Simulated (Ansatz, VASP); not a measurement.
BN in VASP and in Ansatz

File INCAR:

```
ALGO = Normal ; EDIFF = 1E-6
ENCUT = 520 ; GGA = PE
ISIF = 2 ; ISMEAR = 0
IVDW = 12 ; LASPH = True
LCHARG = False ; LREAL = False
LWAVE = False ; NBANDS = 11
NELM = 100 ; PREC = Accurate
SIGMA = 0.05
```

KPOINTS

```
k-points
0
Gamma
  12 12 12
```

The input POSCAR:

```
BN
1.0
    1.2530568997      0.5587085117      3.2587118955
   -1.2530568997      0.5587085117      3.2587118955
    0.0000000000     -1.6116497033      3.3672298062
B N
1 1
Direct
    0.9996975446      0.9996975446      0.9996975446
    0.3327354554      0.3327354554      0.3327354554
```

Input for Ansatz:

```yaml
crystal:
  lattice:
    - [1.2530568997, 0.5587085117, 3.2587118955]
    - [-1.2530568997, 0.5587085117, 3.2587118955]
    - [0.0, -1.6116497033, 3.3672298062]
  atoms:
    - { symbol: B, position: [0.9996975446, 0.9996975446, 0.9996975446] }
    - { symbol: "N", position: [0.3327354554, 0.3327354554, 0.3327354554] }
basis:
  ecutwfc: 420
kpoints:
  mp_grid: { grid: [12, 12, 12] }
hamiltonian:
  xc: pbe
  dispersion: d3bj
scf:
  occupations: { method: gaussian, width: 0.05 }
output:
  forces: true
  stress: true
  eigenvalues: true
```

Change from the starting cell: strain -0.1000 x Voigt [0, 0, 0, 1, 0, 0], atoms carried along.

Alike in both runs: task single point; functional PBE; dispersion D3(BJ); k mesh 12 × 12 × 12; occupations gaussian, width 0.05 eV; no spin polarisation.

```csv
,VASP,Ansatz
version,VASP 6.6.1,Ansatz 0.2.0
potentials or method,"VASP PAW PBE potentials, release 64 (B, N), cutoff 520 eV","scalar-relativistic, plane waves, PAW"
valence electrons in the cell,8,8
```

```csv
,VASP,Ansatz,Ansatz less VASP
gap on the k mesh at the Fermi level (eV),3.75,3.75,+0.008
least direct gap on the mesh (eV),4.57,4.58,+0.003
pressure (GPa),-0.3,-0.4,-0.09
"traceless stress, the component that is largest in VASP (GPa)",-1.02,-1.12,-0.099
rms of the force components (eV/Å),0.010,0.010,-0.0001
```

Atom by atom the forces differ by 0.000 eV/Å (rms over components).
